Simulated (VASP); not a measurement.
# TaN (P-6m2) in VASP: a series of runs

TaN is run at these levels: PBEsol; tasks: single point.

Everything below comes from runs of VASP 6.6.1. Logs are shortened: lines on timing, memory, paths and dates and some standing lists are left out, and cuts for length are marked.

### 1 The cell of the first run

Symmetry: P-6m2, No. 187, hexagonal system. Conventional cell: a = 2.924 Å, b = 2.924 Å, c = 2.799 Å, α = 90.00°, β = 90.00°, γ = 120.00°. Within 3.0 Å of Ta (site symmetry -6m2) lie 6 N at 2.19 Å and 8 Ta at 2.80 to 2.92 Å. Within 3.0 Å of N (site symmetry -6m2) lie 6 Ta at 2.19 Å and 8 N at 2.80 to 2.92 Å.

### 2 Single point, PBEsol

INCAR reads:

```
PREC     = Accurate       # precision mode
ENCUT    = 700            # plane-wave cutoff, eV
EDIFF    = 1E-6           # SCF threshold, eV
ISMEAR   = 0              # smearing method
SIGMA    = 0.15           # smearing width, eV
LREAL    = F              # projectors in reciprocal space
LASPH    = T              # aspherical terms in the spheres
NELM     = 120            # most SCF steps
ALGO     = Normal         # electronic algorithm
ISIF     = 2              # what is computed and relaxed
LWAVE    = F              # write WAVECAR
LCHARG   = F              # write CHGCAR
GGA      = PS             # functional
NBANDS   = 16             # bands
GGA_COMPAT= F
```

KPOINTS reads:

```
regular mesh
0
Gamma
  18 18 16
```

POSCAR reads:

```
TaN
1.0
    2.9240351141      0.0000000000      0.0000000000
   -1.4620175570      2.5322886904      0.0000000000
    0.0000000000      0.0000000000      2.7990000000
Ta N
1 1
Direct
    0.3333333333      0.6666666667      0.5000000000
    0.0000000000      0.0000000000      0.0000000000
```

Potentials or basis: VASP PAW PBE potentials, release 64 (Ta_sv_GW, N).

The run is started by

```
> cat potpaw_PBE.64/Ta_sv_GW/POTCAR potpaw_PBE.64/N/POTCAR > POTCAR
> mpirun -np 1 vasp_std > vasp.out
```

OUTCAR:

```text
PREC = Accurate
   ENCUT = 700
   EDIFF = 1E-6
   ISMEAR = 0
   LREAL = F
   LASPH = T
   NELM = 120
   ISIF = 2
   GGA = PS

 ion  position               nearest neighbor table
   1  0.333  0.667  0.500-   2 2.19   2 2.19   2 2.19   2 2.19   2 2.19   2 2.19
   2  0.000  0.000  0.000-   1 2.19   1 2.19   1 2.19   1 2.19   1 2.19   1 2.19

  LATTYP: Found a hexagonal cell.
 ALAT       =     2.9240351141
 C/A-ratio  =     0.9572388466

  Lattice vectors:

 A1 = (   2.9240351141,   0.0000000000,   0.0000000000)
 A2 = (  -1.4620175570,   2.5322886904,   0.0000000000)
 A3 = (   0.0000000000,   0.0000000000,   2.7990000000)

Analysis of symmetry for initial positions (statically):
=====================================================================
 Subroutine PRICEL returns:
 Original cell was already a primitive cell.

 Routine SETGRP: Setting up the symmetry group for a
 hexagonal supercell.

 Subroutine GETGRP returns: Found 12 space group operations
 (whereof 12 operations were pure point group operations)
 out of a pool of 24 trial point group operations.

The static configuration has the point symmetry D_3h.

Analysis of symmetry for dynamics (positions and initial velocities):
=====================================================================
 Subroutine PRICEL returns:
 Original cell was already a primitive cell.

 Routine SETGRP: Setting up the symmetry group for a
 hexagonal supercell.

 Subroutine GETGRP returns: Found 12 space group operations
 (whereof 12 operations were pure point group operations)
 out of a pool of 24 trial point group operations.

The dynamic configuration has the point symmetry D_3h.

 Subroutine INISYM returns: Found 12 space group operations
 (whereof 12 operations are pure point group operations),
 and found     1 'primitive' translations

----------------------------------------------------------------------------------------

                                     Primitive cell

  volume of cell :      20.7252

[... 75 lines left out ...]
   ions per type =               1   1
   NGX,Y,Z   is equivalent  to a cutoff of  15.92, 15.92, 14.25 a.u.
   NGXF,Y,Z  is equivalent  to a cutoff of  31.84, 31.84, 28.51 a.u.
 SYSTEM =  unknown system
   PREC   = accura    normal or accurate (medium, high low for compatibility)
   ISTART =      0    job   : 0-new  1-cont  2-samecut
   ICHARG =      2    charge: 1-file 2-atom 10-const
   ISPIN  =      1    spin polarized calculation?
   LNONCOLLINEAR =      F non collinear calculations
   LSORBIT =      F    spin-orbit coupling
   LASPH  =      T    aspherical Exc in radial PAW
   ENCUT  =  700.0 eV  51.45 Ry    7.17 a.u.   6.31  6.31  6.04*2*pi/ulx,y,z
   NELM   =    120;   NELMIN=  2; NELMDL= -5     # of ELM steps
   EDIFF  = 0.1E-05   stopping-criterion for ELM
   LREAL  =      F    real-space projection
   EDIFFG = 0.1E-04   stopping-criterion for IOM
   NSW    =      0    number of steps for IOM
   IBRION =     -1    ionic relax: 0-MD 1-quasi-New 2-CG
   NFREE  =      0    steps in history (QN), initial steepest desc. (CG)
   ISIF   =      2    stress and relaxation
   ISYM   =      2    0-nonsym 1-usesym 2-fastsym
   POTIM  = 0.5000    time-step for ionic-motion
   TEBEG  =    0.0;   TEEND  =   0.0 temperature during run
   PSTRESS=    0.0 pullay stress
   NELECT =      18.0000    total number of electrons
   NUPDOWN=      -1.0000    fix difference up-down
   EMIN   =  10.00;   EMAX   =-10.00  energy-range for DOS
   EFERMI =   0.00;   METHOD = LEGACY
   ISMEAR =     0;   SIGMA  =   0.15  broadening in eV -4-tet -1-fermi 0-gaus
   EFERMI_NEDOS =   21; number of points for ismear=-14 and -15
   IALGO  =     38    algorithm
   IMIX   =      4    mixing-type and parameters
     AMIX     =   0.40;   BMIX     =  1.00
     AMIX_MAG =   1.60;   BMIX_MAG =  1.00
  volume/ion in A,a.u.               =      10.36        69.93
  Fermi-wavevector in a.u.,A,eV,Ry     =   1.561946  2.951651 33.193811  2.439676
  Thomas-Fermi vector in A             =   2.664937
   LORBIT       =      0    0 simple, 1 ext, 2 COOP (PROOUT), +10 PAW based schemes
   GGA     = PS    functional components
   LHFCALC =     F    Hartree Fock is set to
   AEXX    =    0.0000 exact exchange contribution
   IVDW    =     0    specifies the selected vdW correction
   LEPSILON=     F    determine dielectric tensor
   LRPA    =     F    only Hartree local field effects (RPA)
 non-spin polarized calculation
 Gauss-broadening in eV      SIGMA  =   0.15
  energy-cutoff  :      700.00
  volume of cell :       20.73
 maximum number of plane-waves:       900
 NGX is ok and might be reduce to    28
   NGX = 13   NGY = 13   NGZ = 13

 number of electron      18.0000000 magnetization

 Free energy of the ion-electron system (eV)
  ---------------------------------------------------
  ext. energy  EPLUGINS =         0.00000000
  ---------------------------------------------------
  free energy    TOTEN  =       -26.30582099 eV

  energy without entropy =      -26.30500643  energy(sigma->0) =      -26.30541371

 E-fermi :  12.8492     XC(G=0): -14.0918

 val. band max:       12.8020074588   @ k =   0.0000   0.0000   0.4375
 cond. band min:      12.8957585739   @ k =   0.0000   0.0000   0.3750
 fundamental gap:      0.0937511152
 Fermi energy:        12.8492187083

 k-point     1 :       0.0000    0.0000    0.0000
  band No.  band energies     occupation
      1     -55.4971      2.00000
      2     -21.7014      2.00000
      3     -21.5307      2.00000
      4     -21.5307      2.00000
      5      -5.1669      2.00000
      6       7.9320      2.00000
[... 433 lines left out ...]
      3     -21.8605      2.00000
      4     -21.5487      2.00000
      5      -2.7452      2.00000
      6       4.5133      2.00000
[... 8 lines left out ...]
     15      25.3460      0.00000
     16      28.8032      0.00000

 [... further k-points ...]
[... 5 lines left out ...]
  --------------------------------------------------------------------------------------
  -------------------------------------------------------------------------------------
  Total        0.5712362      0.5712362      3.0158554      0.0000000     -0.0000000      0.0000000
  in kB       44.1598529     44.1598529    233.1430121      0.0000000     -0.0000000      0.0000000
  external PRESSURE =     107.1542393 kB  Pullay stress =       0.0000000 kB

 VOLUME and BASIS-vectors are now :
 -----------------------------------------------------------------------------
  energy-cutoff  :      700.00
  volume of cell :       20.73
      direct lattice vectors                 reciprocal lattice vectors
     2.924035114  0.000000000  0.000000000     0.341993157  0.197449841  0.000000000
    -1.462017557  2.532288690  0.000000000     0.000000000  0.394899683  0.000000000
     0.000000000  0.000000000  2.799000000     0.000000000  0.000000000  0.357270454

 POSITION                                       TOTAL-FORCE (eV/Angst)
 -----------------------------------------------------------------------------------
     -0.00000      1.68819      1.39950        -0.000000      0.000000      0.000000
      0.00000      0.00000      0.00000         0.000000      0.000000      0.000000
 -----------------------------------------------------------------------------------
    total drift:                                0.000000     -0.000000     -0.000000

  FREE ENERGIE OF THE ION-ELECTRON SYSTEM (eV)
  ---------------------------------------------------
  free  energy   TOTEN  =       -26.3058209884 eV

  energy  without entropy=      -26.3050064281  energy(sigma->0) =      -26.30541371
```

stdout:

```text
POSCAR found type information on POSCAR TaN
 POSCAR found :  2 types and       2 ions
 scaLAPACK will be used
 -----------------------------------------------------------------------------
|                                                                             |
|                                                                             |
|     You enforced a specific xc type in the INCAR file but a different       |
|     I HOPE YOU KNOW WHAT YOU ARE DOING!                                     |
|                                                                             |
 -----------------------------------------------------------------------------

 LDA part: xc-table for (Slater+PW92), standard interpolation
 POSCAR, INCAR and KPOINTS ok, starting setup
 FFT: planning ... GRIDC
 FFT: planning ... GRID_SOFT
 FFT: planning ... GRID
 WAVECAR not read
 entering main loop
```

It took 2 min on 1 thread of AMD EPYC 7R13 (Zen 3), shared host; peak memory 0.29 GiB.

What came out:

| Quantity | Value |
| --- | --- |
| Free energy | -26.3058 eV |
| Pressure | 10.7 GPa |
| Band gap on the k mesh | zero (bands 9 and 10 overlap by 0.37 eV) |

Stress tensor (GPa, compression positive):
```
 4.42  0.00  0.00
 0.00  4.42  0.00
 0.00  0.00 23.31
```

Caveat: the stress differs along the axes, from 4 to 23 GPa; the PAW data sets were made with another functional, which shifts forces and pressure a little; spin-orbit coupling is left out, which moves the levels of the heavy elements.

### 3 Single point, PBEsol

This run uses another cell than the first one, of 10.23 Å³/atom.

INCAR reads:

```
SYSTEM = TaN
  PREC = Accurate
  ENCUT = 700
  EDIFF = 1E-6
  ISMEAR = 0
  SIGMA = 0.15
  LREAL = .FALSE.
  LASPH = .TRUE.
  NELM = 120
  ALGO = Normal
  ISIF = 2
  LWAVE = .FALSE.
  LCHARG = .FALSE.
  GGA = PS
  NBANDS = 16
  GGA_COMPAT = .FALSE.
```

KPOINTS reads:

```
regular mesh
0
G
  18 18 16
  0 0 0
```

POSCAR reads:

```
TaN
1.0
    2.8875000000      0.0000000000      0.0000000000
   -1.4437500000      2.5006483534      0.0000000000
    0.0000000000      0.0000000000      2.8349000000
Ta N
1 1
Direct
    0.3333333333      0.6666666667      0.5000000000
    0.0000000000      0.0000000000      0.0000000000
```

Potentials or basis: VASP PAW PBE potentials, release 64 (Ta_sv_GW, N).

The run is started by

```
> cat potpaw_PBE.64/Ta_sv_GW/POTCAR potpaw_PBE.64/N/POTCAR > POTCAR
> mpirun -np 1 vasp_std > vasp.out
```

It took 85 s on 1 thread of Intel Xeon 6975P-C (Granite Rapids), shared host; peak memory 0.32 GiB.

Results (log left out):

```
Free energy            : -26.3074 eV
Pressure               : 15.0 GPa
Band gap on the k mesh : zero (bands 9 and 10 overlap by 0.45 eV)
```

Stress tensor (GPa, compression positive):
```
14.34  0.00  0.00
 0.00 14.34  0.00
 0.00  0.00 16.24
```

Levels at points of the mesh, in eV from the Fermi level:
| k point | band 6 | band 7 | band 8 | band 9 | band 10 | band 11 | band 12 | band 13 |
| --- | --- | --- | --- | --- | --- | --- | --- | --- |
| (0.00, 0.00, 0.00) | -4.75 | -4.75 | -4.42 | -2.93 | 2.63 | 3.87 | 3.87 | 4.33 |
| (0.50, 0.00, 0.00) | -8.55 | -5.42 | -3.67 | -3.21 | 3.24 | 4.39 | 5.53 | 5.74 |
| (0.00, 0.00, 0.50) | -9.65 | -3.88 | -3.88 | -0.08 | -0.08 | 2.61 | 3.49 | 3.49 |
| (0.50, 0.00, 0.50) | -7.60 | -6.35 | -5.95 | -0.18 | 4.57 | 5.82 | 6.59 | 7.63 |

Caveat: the cell stands under pressure; the PAW data sets were made with another functional, which shifts forces and pressure a little; spin-orbit coupling is left out, which moves the levels of the heavy elements.

### 4 Single point, PBEsol

This run uses another cell than the first one, of 9.11 Å³/atom.

INCAR reads:

```
SYSTEM = TaN
PREC     = Accurate       ! precision mode
ENCUT    = 700            ! plane-wave cutoff, eV
EDIFF    = 1E-6           ! SCF threshold, eV
ISMEAR   = 0              ! smearing method
SIGMA    = 0.15           ! smearing width, eV
LREAL    = .FALSE.        ! projectors in reciprocal space
LASPH    = .TRUE.         ! aspherical terms in the spheres
NELM     = 120            ! most SCF steps
ALGO     = Normal         ! electronic algorithm
ISIF     = 2              ! what is computed and relaxed
LWAVE    = .FALSE.        ! write WAVECAR
LCHARG   = .FALSE.        ! write CHGCAR
GGA      = PS             ! functional
NBANDS   = 16             ! bands
GGA_COMPAT= .FALSE.
```

KPOINTS reads:

```
Automatic mesh
0
G
  18 18 16
  0 0 0
```

POSCAR reads:

```
TaN
1.0
    2.7778000000      0.0000000000      0.0000000000
   -1.3889000000      2.4056453666      0.0000000000
    0.0000000000      0.0000000000      2.7272000000
Ta N
1 1
Direct
    0.3333333333      0.6666666667      0.5000000000
    0.0000000000      0.0000000000      0.0000000000
```

The run is started by

```
> cat potpaw_PBE.64/Ta_sv_GW/POTCAR potpaw_PBE.64/N/POTCAR > POTCAR
> mpirun -np 1 vasp_std > vasp.out
```

It took 85 s on 1 thread of Intel Xeon 6975P-C (Granite Rapids), shared host; peak memory 0.28 GiB.

Results (log left out):

* Free energy: -25.6887 eV
* Pressure: 78.3 GPa
* Band gap on the k mesh: zero (bands 9 and 10 overlap by 0.52 eV)

Stress tensor (GPa, compression positive):
```
75.24  0.00  0.00
 0.00 75.24  0.00
 0.00  0.00 84.49
```

Levels at points of the mesh, in eV from the Fermi level:
| k point | band 6 | band 7 | band 8 | band 9 | band 10 | band 11 | band 12 | band 13 |
| --- | --- | --- | --- | --- | --- | --- | --- | --- |
| (0.00, 0.00, 0.00) | -5.39 | -5.39 | -5.12 | -3.10 | 3.43 | 4.38 | 4.38 | 4.99 |
| (0.50, 0.00, 0.00) | -9.26 | -6.13 | -4.29 | -3.46 | 3.66 | 5.07 | 6.16 | 6.60 |
| (0.00, 0.00, 0.50) | -10.44 | -4.40 | -4.40 | -0.22 | -0.22 | 2.89 | 3.75 | 3.75 |
| (0.50, 0.00, 0.50) | -8.37 | -6.83 | -6.76 | 0.10 | 5.40 | 6.75 | 7.69 | 8.76 |

Caveat: the stress differs along the axes, from 75 to 84 GPa; the PAW data sets were made with another functional, which shifts forces and pressure a little; spin-orbit coupling is left out, which moves the levels of the heavy elements.

### 5 Summary

```tsv
cell	gap on the mesh (eV)	pressure (GPa)
a = 2.924, b = 2.924, c = 2.799 Å, angles 90.0, 90.0, 120.0°, 2 atoms	none	10.7
a = 2.888, b = 2.887, c = 2.835 Å, angles 90.0, 90.0, 120.0°, 2 atoms	none	15.0
a = 2.778, b = 2.778, c = 2.727 Å, angles 90.0, 90.0, 120.0°, 2 atoms	none	78.3
```

Alike in all rows: task single point; level PBEsol; potentials or basis VASP PAW PBE potentials, release 64 (Ta_sv_GW, N); no spin polarisation; k mesh 18 × 18 × 16; cutoff (eV) 700; smearing gaussian 0.15 eV.

Caveats: the PAW data sets were made with another functional, which shifts forces and pressure a little; spin-orbit coupling is left out, which moves the levels of the heavy elements; the stress differs along the axes, from 4 to 23 GPa (at least some runs); the cell stands under pressure (at least some runs); the stress differs along the axes, from 75 to 84 GPa (at least some runs).

Total energies depend on the potentials used, so only differences within one code and one set of settings carry meaning.

The gap in the log of VASP goes by the Fermi energy; the results here count the filled bands.